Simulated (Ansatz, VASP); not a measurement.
**One calculation of AgI, two programs**

Contents of INCAR:

```
SYSTEM = AgI
PREC = Accurate
ENCUT = 500
EDIFF = 1E-6
ISMEAR = 0
SIGMA = 0.02
LREAL = .False.
LASPH = .True.
NELM = 120
ALGO = Normal
ISIF = 2
LWAVE = .False.
LCHARG = .False.
GGA = PE
NBANDS = 16
GGA_COMPAT = .False.
```

KPOINTS

```
regular mesh
0
Gamma
  8 8 8
  0 0 0
```

POSCAR

```
AgI
1.0
    0.0000000000      3.2820427680      3.2820427680
    3.2820427680      0.0000000000      3.2820427680
    3.2820427680      3.2820427680      0.0000000000
Ag I
1 1
Direct
    0.0000000000      0.0000000000      0.0000000000
    0.2500000000      0.2500000000      0.2500000000
```

Input for Ansatz:

```yaml
crystal:
  lattice:
    - [0.0, 3.282042768, 3.282042768]
    - [3.282042768, 0.0, 3.282042768]
    - [3.282042768, 3.282042768, 0.0]
  atoms:
    - { symbol: Ag, position: [0.0, 0.0, 0.0] }
    - { symbol: I, position: [0.25, 0.25, 0.25] }
basis:
  ecutwfc: 420
kpoints:
  mp_grid: { grid: [8, 8, 8] }
hamiltonian:
  xc: pbe
scf:
  occupations: { method: gaussian, width: 0.02 }
output:
  forces: true
  stress: true
  eigenvalues: true
```

Alike in both runs: task single point; functional PBE; k mesh 8 × 8 × 8; occupations gaussian, width 0.02 eV; no spin polarisation.

```csv
,VASP,Ansatz
version,VASP 6.6.1,Ansatz 0.2.0
potentials or method,"VASP PAW PBE potentials, release 64 (Ag, I), cutoff 500 eV","scalar-relativistic, plane waves, PAW"
valence electrons in the cell,18,36
```

```tsv
	VASP	Ansatz	Ansatz less VASP
gap on the k mesh at the Fermi level (eV)	1.34	1.34	-0.003
least direct gap on the mesh (eV)	1.34	1.34	-0.003
pressure (GPa)	0.8	0.8	+0.04
```

The functional is the same, so the differences come from potentials, cutoffs and numerics. VASP's potentials hold 18 valence electrons a cell and Ansatz's 36, so a difference there can come from the potentials and not from the codes.

Neither program's run includes spin-orbit coupling.
